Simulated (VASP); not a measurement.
# CdGeAs2 (I-42d) in VASP: single point with PBE

Aim: the single point of CdGeAs2 with PBE.

All numbers are computed with VASP 6.6.1; they aren't measurements. Logs are shortened: lines on timing, memory, paths and dates and some standing lists are left out, and cuts for length are marked.

## (1) The cell of the first run

The structure is tetragonal, space group I-42d (No. 122). The conventional cell has a = 5.801 Å, b = 5.801 Å, c = 10.965 Å, α = 90.00°, β = 90.00°, γ = 90.00°. Within 3.4 Å of Cd (site symmetry -4) lie 4 As at 2.56 Å. Within 3.1 Å of Ge (site symmetry -4) lie 4 As at 2.38 Å. As (site symmetry 2) has 2 Ge at 2.38 Å and 2 Cd at 2.56 Å within 3.1 Å.

## (2) Single point, PBE (strain -3.0%)

INCAR

```
PREC = Accurate ; ENCUT = 630
EDIFF = 1E-6 ; ISMEAR = -1
SIGMA = 0.02 ; LREAL = F
LASPH = T ; NELM = 120
ALGO = Normal ; ISIF = 2
LWAVE = F ; LCHARG = F
GGA = PE ; NBANDS = 74
GGA_COMPAT = F
```

KPOINTS

```
Automatic mesh
0
Gamma
  6 6 6
```

POSCAR

```
CdGeAs2
1.0
   -2.9004016783      2.9004016783      5.4823514779
    2.9004016783     -2.9004016783      5.4823514779
    2.9004016783      2.9004016783     -5.4823514779
Cd Ge As
2 2 4
Direct
    0.2500000000      0.7500000000      0.5000000000
    0.5000000000      0.5000000000      0.0000000000
    0.0000000000      0.0000000000      0.0000000000
    0.7500000000      0.2500000000      0.5000000000
    0.8750000000      0.3475095329      0.9725095329
    0.6524904671      0.6250000000      0.5274904671
    0.3750000000      0.9024904671      0.0274904671
    0.0975095329      0.1250000000      0.4725095329
```

Potentials or basis: VASP PAW PBE potentials, release 64 (Cd_sv_GW, Ge_d, As_d).

On the command line:

```console
cat potpaw_PBE.64/Cd_sv_GW/POTCAR potpaw_PBE.64/Ge_d/POTCAR potpaw_PBE.64/As_d/POTCAR > POTCAR
mpirun -np 1 vasp_std > vasp.out
```

OUTCAR:

```text
PREC = Accurate
   ENCUT = 630
   EDIFF = 1E-6
   ISMEAR = -1
   LREAL = F
   LASPH = T
   NELM = 120
   ISIF = 2
   GGA = PE

 ion  position               nearest neighbor table
   1  0.250  0.750  0.500-   7 2.56   6 2.56   8 2.56   5 2.56
   2  0.500  0.500  0.000-   6 2.56   5 2.56   7 2.56   8 2.56
   3  0.000  0.000  0.000-   5 2.38   7 2.38   8 2.38   6 2.38
   4  0.750  0.250  0.500-   8 2.38   6 2.38   5 2.38   7 2.38
   5  0.875  0.348  0.973-   3 2.38   4 2.38   1 2.56   2 2.56
   6  0.652  0.625  0.527-   4 2.38   3 2.38   1 2.56   2 2.56
   7  0.375  0.902  0.027-   3 2.38   4 2.38   2 2.56   1 2.56
   8  0.098  0.125  0.473-   4 2.38   3 2.38   2 2.56   1 2.56

  LATTYP: Found a body centered tetragonal cell.
 ALAT       =     5.8008033566
 C/A-ratio  =     1.8902042151

  Lattice vectors:

 A1 = (  -2.9004016783,   2.9004016783,   5.4823514779)
 A2 = (   2.9004016783,  -2.9004016783,   5.4823514779)
 A3 = (   2.9004016783,   2.9004016783,  -5.4823514779)

Analysis of symmetry for initial positions (statically):
=====================================================================
 Subroutine PRICEL returns:
 Original cell was already a primitive cell.

 Routine SETGRP: Setting up the symmetry group for a
 body centered tetragonal supercell.

 Subroutine GETGRP returns: Found  8 space group operations
 (whereof  4 operations were pure point group operations)
 out of a pool of 16 trial point group operations.

The static configuration has the point symmetry S_4 .
 The point group associated with its full space group is D_2d.

Analysis of symmetry for dynamics (positions and initial velocities):
=====================================================================
 Subroutine PRICEL returns:
 Original cell was already a primitive cell.

 Routine SETGRP: Setting up the symmetry group for a
 body centered tetragonal supercell.

 Subroutine GETGRP returns: Found  8 space group operations
 (whereof  4 operations were pure point group operations)
 out of a pool of 16 trial point group operations.

The dynamic configuration has the point symmetry S_4 .
 The point group associated with its full space group is D_2d.

 Subroutine INISYM returns: Found  8 space group operations
 (whereof  4 operations are pure point group operations),
 and found     1 'primitive' translations

----------------------------------------------------------------------------------------

[... 108 lines left out ...]
   IBRION =     -1    ionic relax: 0-MD 1-quasi-New 2-CG
   NFREE  =      0    steps in history (QN), initial steepest desc. (CG)
   ISIF   =      2    stress and relaxation
   ISYM   =      2    0-nonsym 1-usesym 2-fastsym
   POTIM  = 0.5000    time-step for ionic-motion
   TEBEG  =    0.0;   TEEND  =   0.0 temperature during run
   PSTRESS=    0.0 pullay stress
   NELECT =     128.0000    total number of electrons
   NUPDOWN=      -1.0000    fix difference up-down
   EMIN   =  10.00;   EMAX   =-10.00  energy-range for DOS
   EFERMI =   0.00;   METHOD = LEGACY
   ISMEAR =    -1;   SIGMA  =   0.02  broadening in eV -4-tet -1-fermi 0-gaus
   EFERMI_NEDOS =   21; number of points for ismear=-14 and -15
   IALGO  =     38    algorithm
   IMIX   =      4    mixing-type and parameters
     AMIX     =   0.40;   BMIX     =  1.00
     AMIX_MAG =   1.60;   BMIX_MAG =  1.00
  volume/ion in A,a.u.               =      23.06       155.61
  Fermi-wavevector in a.u.,A,eV,Ry     =   1.449318  2.738814 28.579357  2.100523
  Thomas-Fermi vector in A             =   2.567059
   LORBIT       =      0    0 simple, 1 ext, 2 COOP (PROOUT), +10 PAW based schemes
   GGA     = PE    functional components
   LHFCALC =     F    Hartree Fock is set to
   AEXX    =    0.0000 exact exchange contribution
   IVDW    =     0    specifies the selected vdW correction
   LEPSILON=     F    determine dielectric tensor
   LRPA    =     F    only Hartree local field effects (RPA)
 non-spin polarized calculation
  energy-cutoff  :      630.00
  volume of cell :      184.48
 maximum number of plane-waves:      6651
   NGX = 29   NGY = 29   NGZ = 29

 number of electron     127.9999986 magnetization

 Free energy of the ion-electron system (eV)
  ---------------------------------------------------
  ext. energy  EPLUGINS =         0.00000000
  ---------------------------------------------------
  free energy    TOTEN  =       -29.46482498 eV

  energy without entropy =      -29.46481420  energy(sigma->0) =      -29.46481959

 E-fermi :   4.0396     XC(G=0): -10.1214

 val. band max:        3.9318558803   @ k =   0.0000   0.0000   0.0000
 cond. band min:       4.1473460878   @ k =   0.0000   0.0000   0.0000
 fundamental gap:      0.2154902074
 Fermi energy:         4.0396020512

 k-point     1 :       0.0000    0.0000    0.0000
  band No.  band energies     occupation
      1     -98.7141      2.00000
      2     -98.7141      2.00000
      3     -59.7802      2.00000
      4     -59.7797      2.00000
      5     -59.7552      2.00000
      6     -59.7552      2.00000
[... 1837 lines left out ...]
     73       8.3545      0.00000
     74       8.9366      0.00000

 [... further k-points ...]

------------------------ aborting loop because EDIFF is reached ----------------------------------------

  FORCE on cell =-STRESS in cart. coord.  units (eV):
  Direction    XX          YY          ZZ          XY          YZ          ZX
  --------------------------------------------------------------------------------------
  -------------------------------------------------------------------------------------
  Total       10.7107394     10.7107394     10.3007677      0.0000000      0.0000000      0.0000000
  in kB       93.0222572     93.0222572     89.4616729      0.0000000      0.0000000      0.0000000
  external PRESSURE =      91.8353958 kB  Pullay stress =       0.0000000 kB

 VOLUME and BASIS-vectors are now :
 -----------------------------------------------------------------------------
  energy-cutoff  :      630.00
  volume of cell :      184.48
      direct lattice vectors                 reciprocal lattice vectors
    -2.900401678  2.900401678  5.482351478     0.000000000  0.172389915  0.091201741
     2.900401678 -2.900401678  5.482351478     0.172389915  0.000000000  0.091201741
     2.900401678  2.900401678 -5.482351478     0.172389915  0.172389915  0.000000000

 POSITION                                       TOTAL-FORCE (eV/Angst)
 -----------------------------------------------------------------------------------
      2.90040     -0.00000      2.74118        -0.000000     -0.000000     -0.000000
      0.00000      0.00000      5.48235        -0.000000     -0.000000      0.000000
      0.00000      0.00000      0.00000        -0.000000     -0.000000      0.000000
     -0.00000      2.90040      2.74118         0.000000     -0.000000     -0.000000
      1.29073      4.35060      1.37059         0.137750     -0.000000      0.000000
      1.45020      1.60967      4.11176         0.000000     -0.137750     -0.000000
      1.60967     -1.45020      6.85294        -0.137750     -0.000000     -0.000000
      1.45020      1.29073     -1.37059        -0.000000      0.137750      0.000000
 -----------------------------------------------------------------------------------
    total drift:                               -0.000000     -0.000000      0.000001

  FREE ENERGIE OF THE ION-ELECTRON SYSTEM (eV)
  ---------------------------------------------------
  free  energy   TOTEN  =       -29.4648249755 eV

  energy  without entropy=      -29.4648141976  energy(sigma->0) =      -29.46481959
```

stdout:

```text
POSCAR found type information on POSCAR CdGeAs
 POSCAR found :  3 types and       8 ions
 scaLAPACK will be used
 LDA part: xc-table for (Slater+PW92), standard interpolation
 POSCAR, INCAR and KPOINTS ok, starting setup
 FFT: planning ... GRIDC
 FFT: planning ... GRID_SOFT
 FFT: planning ... GRID
 WAVECAR not read
 entering main loop
```

Run time: 13 min. Hardware: 1 thread of Intel Xeon Platinum 8259CL at 2.50GHz (Skylake/Cascade Lake), shared host; peak memory 0.75 GiB.

What came out:

```yaml
Free_energy: -29.4648 eV
Pressure: 9.2 GPa
Largest_force: 0.138 eV/Å
Band_gap_on_the_k_mesh: 0.22 eV
```

Forces on the atoms (eV/Å):
```
Cd   0.000  0.000  0.000
Cd   0.000  0.000  0.000
Ge   0.000  0.000  0.000
Ge   0.000  0.000  0.000
As   0.138  0.000  0.000
As   0.000 -0.138  0.000
As  -0.138  0.000  0.000
As   0.000  0.138  0.000
```

Levels at points of the mesh, in eV from the valence-band top:
| k point | band 62 | band 63 | band 64 | band 65 | band 66 | band 67 |
| --- | --- | --- | --- | --- | --- | --- |
| (0.00, 0.00, 0.00) | -0.24 | -0.24 | 0.00 | 0.22 | 1.08 | 1.63 |
| (0.50, 0.00, 0.00) | -1.83 | -1.49 | -0.89 | 1.98 | 2.07 | 2.64 |
| (0.50, 0.50, 0.00) | -1.31 | -0.76 | -0.76 | 0.78 | 0.78 | 2.55 |
| (0.50, 0.50, 0.50) | -2.15 | -1.26 | -1.26 | 1.30 | 1.30 | 1.46 |

Caveat: the cell differs from its parent crystal (strain -3.0%); the cell stands under pressure; semilocal functionals underestimate gaps, and a narrow one can read as zero.
